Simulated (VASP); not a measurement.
Input of a VASP 6.6.1 run:

The input INCAR:

```
SYSTEM = Ti3Al
PREC = Accurate ; ENCUT = 520
EDIFF = 1E-7 ; ISMEAR = 0
SIGMA = 0.15 ; LREAL = .False.
LASPH = .True. ; NELM = 60
ALGO = Fast ; ISIF = 2
LWAVE = .False. ; LCHARG = .True.
GGA = PS ; LELF = .True.
LVHAR = .True. ; NBANDS = 28
```

The input KPOINTS:

```
regular mesh
0
Gamma
  18 18 6
  0 0 0
```

POSCAR

```
Ti3Al
1.0
    2.9112167384      0.0000000000      0.0000000000
   -1.4556083692      2.5211876514      0.0000000000
    0.0000000000      0.0000000000      9.7627653321
Ti Al
3 1
Direct
    0.6666666667      0.3333333333      0.0000000000
    0.3333333333      0.6666666667      0.7511732072
    0.3333333333      0.6666666667      0.2488267928
    0.6666666667      0.3333333333      0.5000000000
```

Potentials or basis: VASP PAW PBE potentials, release 64 (Ti_sv, Al).

Command:

```console
$ cat potpaw_PBE.64/Ti_sv/POTCAR potpaw_PBE.64/Al/POTCAR > POTCAR
$ mpirun -np 1 vasp_std > vasp.out
```

Task: Predict the pressure.

Result: -7.9 GPa.

Task: What does it give for the band gap on the k mesh?

Result: Zero (an odd number of electrons rules out a gap without spin polarisation).

Task: What does it give for the largest force?

Result: 0.072 eV/Å.

Stress tensor (GPa, compression positive):
```
 -5.25   0.00   0.00
  0.00  -5.25   0.00
  0.00   0.00 -13.34
```

Caveat: the cell stands under tension; the PAW data sets were made with another functional, which shifts forces and pressure a little.
